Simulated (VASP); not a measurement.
Wanted: the native input for a VASP 6.6.1 run.

```yaml
Task: single point
Functional: PBE
Potentials_or_basis: VASP PAW PBE potentials, release 64 (In_d, Sb)
Cutoff: 520 eV
k_mesh: 8 × 8 × 14
Occupations: gaussian, width 0.1 eV
Spin: no spin polarisation
Dipole_correction: no
Further_INCAR_settings: ALGO = Normal; EDIFF = 1e-06; NBANDS = 26
```

The structure of InSb lies in POSCAR:

```
InSb
1.0
    6.0059609726      0.0000000000      0.0000000000
    0.0000000000      6.0353678976      0.0000000000
    0.0000000000      0.0000000000      3.2339635935
In Sb
2 2
Direct
    0.0000000000      0.0000000000      0.0137364897
    0.5000000000      0.5000000000      0.9862635103
    0.0000000000      0.5000000000      0.2442730203
    0.5000000000      0.0000000000      0.7557269797
```

The input as run:

INCAR

```
SYSTEM = InSb
PREC = Accurate ; ENCUT = 520
EDIFF = 1E-6 ; ISMEAR = 0
SIGMA = 0.1 ; LREAL = .False.
LASPH = .True. ; NELM = 100
ALGO = Normal ; ISIF = 2
LWAVE = .False. ; LCHARG = .False.
GGA = PE ; NBANDS = 26
```

KPOINTS

```
regular mesh
0
Gamma
  8 8 14
  0 0 0
```

Potentials or basis: VASP PAW PBE potentials, release 64 (In_d, Sb).

Launch:

```sh
$ cat potpaw_PBE.64/In_d/POTCAR potpaw_PBE.64/Sb/POTCAR > POTCAR
$ mpirun -np 1 vasp_std > vasp.out
```

It gave:

```
Pressure               : -1.2 GPa
Band gap on the k mesh : zero (bands 18 and 19 overlap by 2.60 eV)
```

Caveat: spin-orbit coupling is left out, which moves the levels of the heavy elements.

Run time: 4.8 min on 1 thread of AMD EPYC 9R45 96-Core Processor (Zen 5), with other jobs on the host, peak memory 0.59 GiB.
